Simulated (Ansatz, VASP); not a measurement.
Au in VASP and in Ansatz

```
Au
1.0
     0.00000    2.07896    2.07896
     2.07896    0.00000    2.07896
     2.07896    2.07896    0.00000
Au
1
Direct
  0.00000 0.00000 0.00000
```

Alike in both runs: functional PBE; k mesh 18 × 18 × 18; occupations fermi-dirac, width 0.05 eV; collinear spin.

Ansatz relaxed the structure, and its values are those at the end. VASP's run is a single point on that final structure, the one shown.

|  | VASP | Ansatz |
| --- | --- | --- |
| version | VASP 6.6.1 | Ansatz 0.2.0 |
| potentials or method | VASP PAW PBE potentials, release 64 (Au), cutoff 520 eV | PAW with Ansatz's default frozen-core files, scalar-relativistic |
| valence electrons in the cell | 11 | 19 |

Ansatz gave:

- pressure (GPa): 0.0
- net moment per atom (μB): 0.00

Problem. Estimate VASP's values.

Solution. Pressure (GPa): -0.3; net moment per atom (μB): 0.00.

With one functional, cell and mesh, what is left measures potentials, basis and numerics. VASP's potentials hold 11 valence electrons a cell and Ansatz's 19, so a difference there can come from the potentials and not from the codes. Ansatz's warnings: seeded moment not kept.

Spin-orbit coupling is off throughout.
